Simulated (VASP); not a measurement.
HfSiO4 (Hafnon), 12 atoms in the cell. The typed cell holds 12 atoms: a = 5.522 Å, b = 5.522 Å, c = 5.522 Å, α = 106.95°, β = 106.95°, γ = 114.64°.  This cell differs from its parent crystal: atoms moved at random.

```yaml
Program: VASP 6.6.1
Task: single point
Functional: PBE
Potentials_or_basis: VASP PAW PBE potentials, release 64 (Hf_pv, Si, O)
Cutoff: 520 eV
k_mesh: 6 × 6 × 6
Occupations: fermi-dirac, width 0.05 eV
Spin: no spin polarisation
Dipole_correction: no
Further_INCAR_settings: ALGO = Normal; EDIFF = 1e-07; NBANDS = 50
```

Potentials or basis: VASP PAW PBE potentials, release 64 (Hf_pv, Si, O).

The run is started by

```sh
$ cat potpaw_PBE.64/Hf_pv/POTCAR potpaw_PBE.64/Si/POTCAR potpaw_PBE.64/O/POTCAR > POTCAR
$ mpirun -np 1 vasp_std > vasp.out
```

Hardware: 1 thread of Intel Xeon 6975P-C, with other jobs on the host.

Estimate the wall time of this run.

Wall time 15 min on 1 thread of Intel Xeon 6975P-C, with other jobs on the host, peak memory 0.65 GiB. Counts: scf iterations 16, k points 112.
